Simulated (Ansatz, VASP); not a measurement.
## One calculation of Nb3Te8Mo, two programs

```xyz
12
Lattice="7.4432 0.0000 0.0000 -3.7216 6.4460 0.0000 0.0000 0.0000 7.1504" Properties=species:S:1:pos:R:3 pbc="T T T"
Nb   -1.8608    3.2230    0.0000
Nb    1.8608    3.2230    0.0000
Nb    3.7216    0.0000    0.0000
Te    0.0000    4.2973    5.3316
Te    1.8608    1.0743    5.3316
Te    3.7216    4.2973    5.3316
Te    5.5824    1.0743    5.3316
Te   -1.8608    5.3716    1.8188
Te    0.0000    2.1487    1.8188
Te    1.8608    5.3716    1.8188
Te    3.7216    2.1487    1.8188
Mo    0.0000    0.0000    0.0000
```

Alike in both runs: task single point; functional PBE; k mesh 3 × 3 × 4; occupations gaussian, width 0.1 eV; collinear spin.

|  | VASP | Ansatz |
| --- | --- | --- |
| version | VASP 6.6.1 | Ansatz 0.2.0 |
| potentials or method | VASP PAW PBE potentials, release 64 (Nb_sv, Te, Mo_sv), cutoff 520 eV | scalar-relativistic, plane waves, PAW |
| valence electrons in the cell | 101 | 181 |

VASP gave:

| Item | Value |
| --- | --- |
| gap on the k mesh at the Fermi level (eV) | none |
| pressure (GPa) | -1.7 |
| traceless stress, the component that is largest in VASP (GPa) | 1.08 |
| rms of the force components (eV/Å) | 0.117 |
| net moment per atom (μB) | 0.08 |
| size of the moment on the site where the two differ most (μB) | 0.64 |

Task: Estimate Ansatz's values.

Result: gap on the k mesh at the Fermi level (eV): none; pressure (GPa): -1.6; traceless stress, the component that is largest in VASP (GPa): 1.06; rms of the force components (eV/Å): 0.119; net moment per atom (μB): 0.09; size of the moment on the site where the two differ most (μB): 0.61.

Site moments also hang on the region over which each program counts them. Atom by atom the forces differ by 0.003 eV/Å (rms over components). A gap of «none» marks a metal or a gap that the smearing closes. VASP's potentials hold 101 valence electrons a cell and Ansatz's 181, so a difference there can come from the potentials and not from the codes.

Spin-orbit coupling is off throughout.
